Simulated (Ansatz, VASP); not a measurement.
Sb: VASP beside Ansatz

INCAR

```
SYSTEM = Sb
PREC = Accurate
ENCUT = 520
EDIFF = 1E-6
ISMEAR = -1
SIGMA = 0.05
LREAL = .False.
LASPH = .True.
NELM = 100
ALGO = Normal
ISIF = 2
LWAVE = .False.
LCHARG = .False.
GGA = PE
NBANDS = 8
```

File KPOINTS:

```
Automatic mesh
0
Gamma
  19 19 19
  0 0 0
```

Contents of POSCAR:

```
Sb
1.0
   -1.5050000000      1.5050000000      2.4552000000
    1.5050000000     -1.5050000000      2.4552000000
    1.5050000000      1.5050000000     -2.4552000000
Sb
1
Direct
    0.0000000000      0.0000000000      0.0000000000
```

Input for Ansatz:

```yaml
crystal:
  lattice:
    - [-1.505, 1.505, 2.4552]
    - [1.505, -1.505, 2.4552]
    - [1.505, 1.505, -2.4552]
  atoms:
    - { symbol: Sb, position: [0.0, 0.0, 0.0] }
kpoints:
  mp_grid: { grid: [19, 19, 19] }
  band_path:
    path:
      - [0.0, 0.0, 0.0]
      - [0.0, 0.0, 0.5]
      - [0.25, 0.25, 0.25]
      - [0.0, 0.5, 0.0]
      - [0.0, 0.0, 0.0]
      - [0.5, 0.5, -0.5]
      - [0.3439375562, 0.6560624438, -0.3439375562]
      - [-0.3439375562, 0.3439375562, 0.3439375562]
      - [0.0, 0.0, 0.0]
    npoints: 5
scf:
  occupations: { method: fermi_dirac, width: 0.05 }
hamiltonian:
  xc: pbe
  pseudopotentials: { kind: all_electron, lapw: { basis_error: 0.00025 } }
output:
  forces: true
  stress: true
  eigenvalues: true
```

Change from the starting cell: zz strain of -1 %.

Alike in both runs: task single point; functional PBE; k mesh 19 × 19 × 19; occupations fermi-dirac, width 0.05 eV; no spin polarisation.

|  | VASP | Ansatz |
| --- | --- | --- |
| version | VASP 6.6.1 | Ansatz 0.2.0 |
| potentials or method | VASP PAW PBE potentials, release 64 (Sb), cutoff 520 eV | all-electron LAPW, scalar-relativistic |

```tsv
	VASP	Ansatz	Ansatz less VASP
pressure (GPa)	20.5	20.5	+0.02
traceless stress, the component that is largest in VASP (GPa)	-1.17	-1.09	+0.081
```

Ansatz ran all-electron here, and VASP with PAW potentials.

Neither program's run includes spin-orbit coupling.
